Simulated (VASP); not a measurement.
# MoS2 (P1) in VASP: a series of runs

MoS2 is run at these levels: PBEsol; tasks: single point.

Everything below comes from runs of VASP 6.6.1. Logs are shortened: lines on timing, memory, paths and dates and some standing lists are left out, and cuts for length are marked.

## Step 1: The cell of the first run

The typed cell holds 3 atoms: a = 3.222 Å, b = 3.212 Å, c = 6.417 Å, α = 89.78°, β = 89.89°, γ = 118.66°.

## Step 2: Single point, PBEsol

File INCAR:

```
  PREC = Accurate
  ENCUT = 520
  EDIFF = 1E-6
  ISMEAR = 1
  SIGMA = 0.1
  LREAL = F
  LASPH = T
  NELM = 100
  ALGO = Normal
  ISIF = 2
  LWAVE = F
  LCHARG = F
  GGA = PS
  NBANDS = 20
```

File KPOINTS:

```
Automatic mesh
0
Gamma
  6 6 3
```

File POSCAR:

```
MoS2
1.0
    3.2219521102      0.0406819698      0.0029550584
   -1.5757449701      2.7986998911      0.0062395659
    0.0057703506      0.0174208681      6.4165799133
Mo S
1 2
Direct
    0.0064100000      0.9986900000      0.4964200000
    0.3317800000      0.6689500000      0.2568600000
    0.6718800000      0.3327600000      0.7465300000
```

Potentials or basis: VASP PAW PBE potentials, release 64 (Mo_sv, S).

The run is started by

```
$ cat potpaw_PBE.64/Mo_sv/POTCAR potpaw_PBE.64/S/POTCAR > POTCAR
$ mpirun -np 1 vasp_std > vasp.out
```

OUTCAR:

```text
PREC = Accurate
   ENCUT = 520
   EDIFF = 1E-6
   ISMEAR = 1
   LREAL = F
   LASPH = T
   NELM = 100
   ISIF = 2
   GGA = PS

 ion  position               nearest neighbor table
   1  0.006  0.999  0.496-   2 2.38   2 2.43   3 2.45   2 2.45   3 2.46   3 2.48
   2  0.332  0.669  0.257-   1 2.38   1 2.43   1 2.45
   3  0.672  0.333  0.747-   1 2.45   1 2.46   1 2.48

  LATTYP: Found a triclinic cell.
 ALAT       =     3.2820986946
 B/A-ratio  =     0.9817530154
 C/A-ratio  =     1.9550314459
 COS(alpha) =     0.0018505763
 COS(beta)  =     0.0056012392
 COS(gamma) =     0.5124563279

  Lattice vectors:

 A1 = (  -1.6462071401,  -2.8393818609,  -0.0091946243)
 A2 = (  -3.2219521102,  -0.0406819698,  -0.0029550584)
 A3 = (  -0.0057703506,  -0.0174208681,  -6.4165799133)

Analysis of symmetry for initial positions (statically):
=====================================================================
 Subroutine PRICEL returns:
 Original cell was already a primitive cell.

 Routine SETGRP: Setting up the symmetry group for a
 triclinic supercell.

 Subroutine GETGRP returns: Found  1 space group operations
 (whereof  1 operations were pure point group operations)
 out of a pool of  2 trial point group operations.

The static configuration has the point symmetry C_1 .

Analysis of symmetry for dynamics (positions and initial velocities):
=====================================================================
 Subroutine PRICEL returns:
 Original cell was already a primitive cell.

 Routine SETGRP: Setting up the symmetry group for a
 triclinic supercell.

 Subroutine GETGRP returns: Found  1 space group operations
 (whereof  1 operations were pure point group operations)
 out of a pool of  2 trial point group operations.

The dynamic configuration has the point symmetry C_1 .

 Subroutine INISYM returns: Found  1 space group operations
 (whereof  1 operations are pure point group operations),
 and found     1 'primitive' translations

----------------------------------------------------------------------------------------

                                     Primitive cell

  volume of cell :      58.2709

  direct lattice vectors                    reciprocal lattice vectors
     3.221952110  0.040681970  0.002955058     0.308180634  0.173515837 -0.000748235
    -1.575744970  2.798699891  0.006239566    -0.004478865  0.354789179 -0.000959217
     0.005770351  0.017420868  6.416579913    -0.000137573 -0.000424912  0.155847540

  length of vectors
     3.222210290  3.211811362  6.416606156     0.353671611  0.354818745  0.155848180

  position of ions in fractional coordinates (direct lattice)
     0.006410000  0.998690000  0.496420000
     0.331780000  0.668950000  0.256860000
     0.671880000  0.332760000  0.746530000

  ion indices of the primitive-cell ions
   primitive index   ion index
                 1           1
                 2           2
                 3           3

----------------------------------------------------------------------------------------

 KPOINTS: Automatic mesh

Automatic generation of k-mesh.
 Grid dimensions read from file:
 generate k-points for:    6    6    3

 Generating k-lattice:

  Cartesian coordinates                     Fractional coordinates (reciprocal lattice)
     0.051363439  0.028919306 -0.000124706     0.166666667  0.000000000 -0.000000000
    -0.000746477  0.059131530 -0.000159869     0.000000000  0.166666667  0.000000000
    -0.000045858 -0.000141637  0.051949180     0.000000000  0.000000000  0.333333333

  Length of vectors
     0.058945269  0.059136457  0.051949393

  Shift w.r.t. Gamma in fractional coordinates (k-lattice)
     0.000000000  0.000000000  0.000000000

 Subroutine IBZKPT returns following result:
 ===========================================

 Found     56 irreducible k-points:

 Following reciprocal coordinates:
            Coordinates               Weight
  0.000000  0.000000  0.000000      1.000000
  0.166667  0.000000  0.000000      2.000000
  0.333333  0.000000  0.000000      2.000000
  0.500000  0.000000  0.000000      1.000000
  0.000000  0.166667  0.000000      2.000000
  0.166667  0.166667  0.000000      2.000000
[... 16 lines left out ...]
  0.333333  0.000000  0.333333      2.000000
  0.500000  0.000000  0.333333      2.000000
 [... further k-points ...]
   k-points           NKPTS =     56   k-points in BZ     NKDIM =     56   number of bands    NBANDS=     20
   number of dos      NEDOS =    301   number of ions     NIONS =      3
   total plane-waves  NPLWV =  27648
   dimension x,y,z NGX =    24 NGY =   24 NGZ =   48
   dimension x,y,z NGXF=    48 NGYF=   48 NGZF=   96
   ions per type =               1   2
   NGX,Y,Z   is equivalent  to a cutoff of  12.38, 12.42, 12.44 a.u.
   NGXF,Y,Z  is equivalent  to a cutoff of  24.77, 24.85, 24.87 a.u.
 SYSTEM =  unknown system
   PREC   = accura    normal or accurate (medium, high low for compatibility)
   ISTART =      0    job   : 0-new  1-cont  2-samecut
   ICHARG =      2    charge: 1-file 2-atom 10-const
   ISPIN  =      1    spin polarized calculation?
   LNONCOLLINEAR =      F non collinear calculations
   LSORBIT =      F    spin-orbit coupling
   LASPH  =      T    aspherical Exc in radial PAW
   ENCUT  =  520.0 eV  38.22 Ry    6.18 a.u.   5.99  5.97 11.93*2*pi/ulx,y,z
   NELM   =    100;   NELMIN=  2; NELMDL= -5     # of ELM steps
   EDIFF  = 0.1E-05   stopping-criterion for ELM
   LREAL  =      F    real-space projection
   EDIFFG = 0.1E-04   stopping-criterion for IOM
   NSW    =      0    number of steps for IOM
   IBRION =     -1    ionic relax: 0-MD 1-quasi-New 2-CG
   NFREE  =      0    steps in history (QN), initial steepest desc. (CG)
   ISIF   =      2    stress and relaxation
   ISYM   =      2    0-nonsym 1-usesym 2-fastsym
   POTIM  = 0.5000    time-step for ionic-motion
   TEBEG  =    0.0;   TEEND  =   0.0 temperature during run
   PSTRESS=    0.0 pullay stress
   NELECT =      26.0000    total number of electrons
   NUPDOWN=      -1.0000    fix difference up-down
   EMIN   =  10.00;   EMAX   =-10.00  energy-range for DOS
   EFERMI =   0.00;   METHOD = LEGACY
   ISMEAR =     1;   SIGMA  =   0.10  broadening in eV -4-tet -1-fermi 0-gaus
   EFERMI_NEDOS =   21; number of points for ismear=-14 and -15
   IALGO  =     38    algorithm
   IMIX   =      4    mixing-type and parameters
     AMIX     =   0.40;   BMIX     =  1.00
     AMIX_MAG =   1.60;   BMIX_MAG =  1.00
  volume/ion in A,a.u.               =      19.42       131.08
  Fermi-wavevector in a.u.,A,eV,Ry     =   1.250975  2.364000 21.292280  1.564938
  Thomas-Fermi vector in A             =   2.384944
   LORBIT       =      0    0 simple, 1 ext, 2 COOP (PROOUT), +10 PAW based schemes
   GGA     = PS    functional components
   LHFCALC =     F    Hartree Fock is set to
   AEXX    =    0.0000 exact exchange contribution
   IVDW    =     0    specifies the selected vdW correction
   LEPSILON=     F    determine dielectric tensor
   LRPA    =     F    only Hartree local field effects (RPA)
 non-spin polarized calculation
 Methfessel and Paxton  Order N= 1 SIGMA  =   0.10
  energy-cutoff  :      520.00
  volume of cell :       58.27
 maximum number of plane-waves:      1592
   NGX = 11   NGY = 11   NGZ = 23

 number of electron      26.0000000 magnetization

 Free energy of the ion-electron system (eV)
  ---------------------------------------------------
  ext. energy  EPLUGINS =         0.00000000
  ---------------------------------------------------
  free energy    TOTEN  =       -22.53362739 eV

  energy without entropy =      -22.53493428  energy(sigma->0) =      -22.53406302

 E-fermi :   6.5477     XC(G=0): -10.5068

 val. band max:        6.4023725576   @ k =   0.0000   0.0000   0.0000
 cond. band min:       6.6107358647   @ k =   0.3333  -0.1667   0.3333
 fundamental gap:      0.2083633070
 Fermi energy:         6.5477128057

 k-point     1 :       0.0000    0.0000    0.0000
  band No.  band energies     occupation
      1     -55.1673      2.00000
      2     -29.2110      2.00000
      3     -29.2058      2.00000
      4     -29.1781      2.00000
      5      -8.1234      2.00000
      6      -6.7587      2.00000
[... 12 lines left out ...]
     19      12.6010      0.00000
     20      15.8830      0.00000

 k-point     2 :       0.1667    0.0000    0.0000
  band No.  band energies     occupation
      1     -55.1602      2.00000
      2     -29.2771      2.00000
      3     -29.2099      2.00000
      4     -29.1865      2.00000
      5      -7.7400      2.00000
      6      -6.6583      2.00000
[... 12 lines left out ...]
     19      14.0809      0.00000
     20      15.4017      0.00000

 k-point     3 :       0.3333    0.0000    0.0000
  band No.  band energies     occupation
      1     -55.1460      2.00000
      2     -29.4262      2.00000
      3     -29.2409      2.00000
      4     -29.1605      2.00000
      5      -6.8917      2.00000
      6      -6.3693      2.00000
[... 12 lines left out ...]
     19      13.5770      0.00000
     20      14.2320      0.00000

 k-point     4 :       0.5000    0.0000    0.0000
  band No.  band energies     occupation
      1     -55.1389      2.00000
      2     -29.5000      2.00000
      3     -29.2572      2.00000
      4     -29.1459      2.00000
      5      -6.5788      2.00000
      6      -5.9545      2.00000
[... 12 lines left out ...]
     19      13.2654      0.00000
     20      14.6410      0.00000

 k-point     5 :       0.0000    0.1667    0.0000
  band No.  band energies     occupation
      1     -55.1600      2.00000
      2     -29.2803      2.00000
      3     -29.2101      2.00000
      4     -29.1847      2.00000
      5      -7.7330      2.00000
      6      -6.6620      2.00000
[... 12 lines left out ...]
     19      14.0616      0.00000
     20      15.4495      0.00000
[... 353 lines left out ...]
      6      -6.9541      2.00000
[... 12 lines left out ...]
     19      13.4804      0.00000
     20      15.5892      0.00000

 k-point    22 :       0.1667    0.0000    0.3333
  band No.  band energies     occupation
      1     -55.1602      2.00000
      2     -29.2771      2.00000
      3     -29.2099      2.00000
      4     -29.1865      2.00000
      5      -7.6333      2.00000
      6      -6.8123      2.00000
[... 12 lines left out ...]
     19      14.1720      0.00000
     20      14.8456      0.00000

 k-point    23 :       0.3333    0.0000    0.3333
  band No.  band energies     occupation
      1     -55.1460      2.00000
      2     -29.4262      2.00000
      3     -29.2409      2.00000
      4     -29.1605      2.00000
      5      -6.8974      2.00000
      6      -6.3547      2.00000
[... 12 lines left out ...]
     19      13.0811      0.00000
     20      15.2694      0.00000

 k-point    24 :       0.5000    0.0000    0.3333
  band No.  band energies     occupation
      1     -55.1389      2.00000
      2     -29.5000      2.00000
      3     -29.2572      2.00000
      4     -29.1459      2.00000
      5      -6.6213      2.00000
      6      -5.8945      2.00000
[... 12 lines left out ...]
     19      12.5391      0.00000
     20      13.5667      0.00000

 [... further k-points ...]
[... 5 lines left out ...]
  --------------------------------------------------------------------------------------
  -------------------------------------------------------------------------------------
  Total       -2.1291440     -2.7967030     -1.7749310     -1.0388974      0.0643064     -0.7613299
  in kB      -58.5414733    -76.8962149    -48.8022778    -28.5648060      1.7681240    -20.9330015
  external PRESSURE =     -61.4133220 kB  Pullay stress =       0.0000000 kB

 VOLUME and BASIS-vectors are now :
 -----------------------------------------------------------------------------
  energy-cutoff  :      520.00
  volume of cell :       58.27
      direct lattice vectors                 reciprocal lattice vectors
     3.221952110  0.040681970  0.002955058     0.308180634  0.173515837 -0.000748235
    -1.575744970  2.798699891  0.006239566    -0.004478865  0.354789179 -0.000959217
     0.005770351  0.017420868  6.416579913    -0.000137573 -0.000424912  0.155847540

 POSITION                                       TOTAL-FORCE (eV/Angst)
 -----------------------------------------------------------------------------------
     -1.55016      2.80394      3.19157        -0.212546      0.076423      0.736457
      0.01637      1.89016      1.65332         0.344432     -0.061438      0.090887
      1.64473      0.97163      4.79423        -0.131886     -0.014985     -0.827344
 -----------------------------------------------------------------------------------
    total drift:                                0.000000      0.000014      0.000180

  FREE ENERGIE OF THE ION-ELECTRON SYSTEM (eV)
  ---------------------------------------------------
  free  energy   TOTEN  =       -22.5336273859 eV

  energy  without entropy=      -22.5349342821  energy(sigma->0) =      -22.53406302
```

It took 74 s on 1 thread of Intel Xeon 8259CL, shared host; peak memory 0.21 GiB.

Results:

* Free energy: -22.5336 eV
* Pressure: -6.1 GPa
* Largest force: 0.838 eV/Å
* Band gap on the k mesh: zero (band 13 reaches 7.14 eV, above the bottom of band 14 at 6.24 eV)

Forces in eV/Å, atoms in the order of the input:
```
Mo  -0.213  0.076  0.736
S    0.344 -0.061  0.091
S   -0.132 -0.015 -0.827
```

Levels at points of the mesh, in eV from the Fermi level:
```
           k point  band 10  band 11  band 12  band 13  band 14  band 15  band 16  band 17
(0.00, 0.00, 0.00)    -1.90    -1.10    -0.99    -0.81    -0.31    -0.15     2.98     3.22
(0.50, 0.00, 0.00)    -3.90    -3.15    -1.73    -1.53     0.90     1.66     3.51     3.67
(0.00, 0.50, 0.00)    -3.90    -3.15    -1.77    -1.57     0.90     1.68     3.46     3.72
(0.50, 0.50, 0.00)    -4.08    -3.07    -1.86    -1.76     0.97     1.70     3.42     3.79
```

Caveat: the k points lie up to 0.37 Å⁻¹ apart; the PAW data sets were made with another functional, which shifts forces and pressure a little.

## Step 3: Single point, PBEsol

This run uses another cell than the first one, of 19.52 Å³/atom, 1.005 times its volume.

File INCAR:

```
SYSTEM = MoS2
PREC = Accurate
ENCUT = 520
EDIFF = 1E-6
ISMEAR = 1
SIGMA = 0.1
LREAL = .False.
LASPH = .True.
NELM = 100
ALGO = Normal
ISIF = 2
LWAVE = .False.
LCHARG = .False.
GGA = PS
NBANDS = 20
```

File KPOINTS:

```
Automatic mesh
0
Gamma
  6 6 3
  0 0 0
```

File POSCAR:

```
MoS2
1.0
    3.2273400000      0.0407500000      0.0029600000
   -1.5783800000      2.8033800000      0.0062500000
    0.0057800000      0.0174500000      6.4273100000
Mo S
1 2
Direct
    0.0064100000      0.9986900000      0.4964200000
    0.3317800000      0.6689500000      0.2568600000
    0.6718800000      0.3327600000      0.7465300000
```

Potentials or basis: VASP PAW PBE potentials, release 64 (Mo_sv, S).

The run is started by

```
$ cat potpaw_PBE.64/Mo_sv/POTCAR potpaw_PBE.64/S/POTCAR > POTCAR
$ mpirun -np 1 vasp_std > vasp.out
```

Run time: 76 s. Hardware: 1 thread of Intel Xeon 8259CL, shared host; peak memory 0.21 GiB.

It converged, with:

| Property | Result |
| --- | --- |
| Free energy | -22.5220 eV |
| Pressure | -6.7 GPa |
| Largest force | 0.904 eV/Å |
| Band gap on the k mesh | zero (band 13 reaches 7.08 eV, above the bottom of band 14 at 6.17 eV) |

Forces on the atoms (eV/Å):
```
Mo  -0.208  0.075  0.726
S    0.337 -0.060  0.168
S   -0.129 -0.015 -0.895
```

Stress tensor (GPa, compression positive):
```
-6.40 -2.81 -2.04
-2.81 -8.22  0.17
-2.04  0.17 -5.50
```

Levels at points of the mesh, in eV from the Fermi level:
```
           k point  band 9  band 10  band 11  band 12  band 13  band 14  band 15  band 16  band 17  band 18
(0.00, 0.00, 0.00)   -3.76    -1.89    -1.09    -0.98    -0.80    -0.31    -0.15     2.96     3.20     5.84
(0.50, 0.00, 0.00)   -4.68    -3.88    -3.14    -1.72    -1.53     0.89     1.64     3.49     3.65     5.58
(0.00, 0.50, 0.00)   -4.66    -3.87    -3.14    -1.76    -1.56     0.89     1.66     3.44     3.70     5.58
(0.50, 0.50, 0.00)   -4.61    -4.05    -3.06    -1.86    -1.75     0.96     1.69     3.40     3.77     5.38
```

Caveat: the k points lie up to 0.37 Å⁻¹ apart; the PAW data sets were made with another functional, which shifts forces and pressure a little.
